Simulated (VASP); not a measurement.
## Al3Sb2P: single point with PBE

The system is Al3Sb2P.

```
P Al Sb
1.0
    -2.06939    6.21102    2.92526
     2.06939   -6.21102    2.92526
     2.06939    6.21102   -2.92526
P Al Sb
1 3 2
Direct
  0.00316 0.00316 0.00000
  0.21626 0.71626 0.50000
  0.61477 0.76748 0.84729
  0.92018 0.76748 0.15271
  0.33303 0.99781 0.33522
  0.66259 0.99781 0.66478
```

This cell differs from its parent crystal: volume changed by -6%.

```yaml
Program: VASP 6.6.1
Task: single point
Functional: PBE
Potentials_or_basis: VASP PAW PBE potentials, release 64 (P, Al, Sb)
Cutoff: 520 eV
k_mesh: 6 × 6 × 6
Occupations: gaussian, width 0.01 eV
Spin: no spin polarisation
Dipole_correction: no
Further_INCAR_settings: ALGO = Normal; EDIFF = 1e-06; NBANDS = 21
```

The pressure is 4.3 GPa. The largest force is 0.124 eV/Å and the band gap on the k mesh is 0.80 eV, indirect (least direct gap 0.81 eV).

Forces on the atoms (eV/Å):
```
P    0.000  0.000  0.122
Al   0.000  0.000 -0.124
Al   0.000  0.017  0.054
Al   0.000 -0.017  0.054
Sb   0.000 -0.021 -0.054
Sb   0.000  0.021 -0.054
```

Levels at points of the mesh, in eV from the valence-band top:
| k point | band 10 | band 11 | band 12 | band 13 | band 14 | band 15 |
| --- | --- | --- | --- | --- | --- | --- |
| (0.00, 0.00, 0.00) | -0.36 | -0.34 | 0.00 | 1.12 | 2.32 | 2.32 |
| (0.50, 0.00, 0.00) | -1.10 | -1.08 | -0.69 | 1.34 | 2.17 | 2.62 |
| (0.00, 0.50, 0.00) | -2.24 | -1.18 | -1.12 | 1.54 | 3.22 | 3.24 |
| (0.50, 0.50, 0.00) | -2.39 | -2.09 | -1.70 | 0.91 | 1.41 | 2.91 |
| (0.50, 0.50, 0.50) | -1.89 | -0.94 | -0.01 | 0.80 | 1.30 | 2.82 |

Run time: 2.4 min on 1 thread of AMD EPYC 9R45 96-Core Processor (Zen 5), with other jobs on the host, peak memory 0.44 GiB.

Caveat: spin-orbit coupling is left out, which moves the levels of the heavy elements. A k mesh can miss the band edges.
